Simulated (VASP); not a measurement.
# Cr: single point with PBE

Cr:

```xyz
2
Lattice="2.7150 0.0000 0.0000 0.0000 2.7150 0.0000 0.0000 0.0000 2.7150" Properties=species:S:1:pos:R:3 pbc="T T T"
Cr    0.0000    0.0000    0.0000
Cr    1.3575    1.3575    1.3575
```

```yaml
Program: VASP 6.6.1
Task: single point
Functional: PBE
Potentials_or_basis: VASP PAW PBE potentials, release 64 (Cr_pv)
Cutoff: 520 eV
k_mesh: 38 × 38 × 38
Occupations: gaussian, width 0.1 eV
Spin: no spin polarisation
```

```json
{
  "Pressure": "49.7 GPa",
  "Band gap on the k mesh": "zero (bands 12 and 13 overlap by 1.91 eV)"
}
```

Levels at points of the mesh, in eV from the Fermi level:
```tsv
k point	band 10	band 11	band 12	band 13	band 14	band 15
(0.00, 0.00, 0.00)	-1.15	-1.15	-1.15	1.32	1.32	2.95
(0.50, 0.00, 0.00)	-2.35	-0.53	-0.53	-0.53	-0.53	0.77
(0.50, 0.50, 0.00)	-3.04	1.36	1.36	1.54	1.54	1.76
(0.50, 0.50, 0.50)	-2.73	-2.73	-2.73	1.84	1.84	1.84
```

It took 9.1 min on 1 thread of Oxide Virtual Turin-like Processor, on a shared host, peak memory 0.49 GiB.

Caveat: the cell stands under pressure; the run has no spin polarisation, though such a crystal can be magnetic. Spin polarisation is off, so any magnetic state and its effect on volume and gap are missing.
